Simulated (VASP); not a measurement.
Write the native input for VASP 6.6.1 that does the following.

- Task: relaxation of cell and atoms
- Functional: PBE
- Potentials or basis: VASP PAW PBE potentials, release 64 (Al, Cu)
- Cutoff: 600 eV
- k mesh: 6 × 6 × 4
- Occupations: gaussian, width 0.1 eV
- Spin: no spin polarisation
- Dipole correction: no
- Further INCAR settings: ALGO = Normal; EDIFF = 1e-07; IBRION = 2; EDIFFG = -0.04; NSW = 90; ISIF = 3

The structure of AlCu5 lies in POSCAR:

```
AlCu5
1.0
    3.8915781600      0.0000000000      0.0000000000
   -1.9457890800      3.3702055500      0.0000000000
    0.0000000000      0.0000000000      6.1321878900
Al Cu
1 5
Direct
    0.0000000000      0.0000000000      0.0000000000
    0.5000000000      0.0000000000      0.5000000000
    0.0000000000      0.5000000000      0.5000000000
    0.5000000000      0.5000000000      0.5000000000
    0.0000000000      0.0000000000      0.6771461200
    0.0000000000      0.0000000000      0.3228538800
```

The cell was built from a structure type or drawn by symmetry, and may not be a known phase.

One way to write it, as run:

INCAR

```
ALGO = Normal ; EDIFF = 1E-7
EDIFFG = -0.04 ; ENCUT = 600
GGA = PE ; IBRION = 2
ISIF = 3 ; ISMEAR = 0
LASPH = True ; LCHARG = False
LREAL = False ; LWAVE = False
NELM = 100 ; NSW = 90
PREC = Accurate ; SIGMA = 0.1
```

KPOINTS

```
k-points
0
Gamma
  6 6 4
```

Potentials or basis: VASP PAW PBE potentials, release 64 (Al, Cu).

Run with:

```console
$ cat potpaw_PBE.64/Al/POTCAR potpaw_PBE.64/Cu/POTCAR > POTCAR
$ mpirun -np 1 vasp_std > vasp.out
```

It gave:

```
Relaxed volume                        : 22.41 Å³/atom
Relaxed cell                          : a = 4.739 Å, b = 4.739 Å, c = 6.914 Å, α = 90.00°, β = 90.00°, γ = 120.00°
Space group after relaxing (to 0.1 Å) : P6/mmm (No. 191)
Energy gained by relaxing             : 1681.8 meV/atom
Ionic steps                           : 9
Pressure after relaxing               : 0.0 GPa
Largest force after relaxing          : 0.016 eV/Å
Band gap on the k mesh                : zero (bands 29 and 30 overlap by 1.75 eV)
```

Caveat: the volume moved by over 15 % at a fixed basis, so the end points are rough.

Wall time 9.5 min on 1 thread of Intel(R) Xeon(R) Platinum 8488C (Sapphire Rapids), on a shared host, peak memory 0.25 GiB.
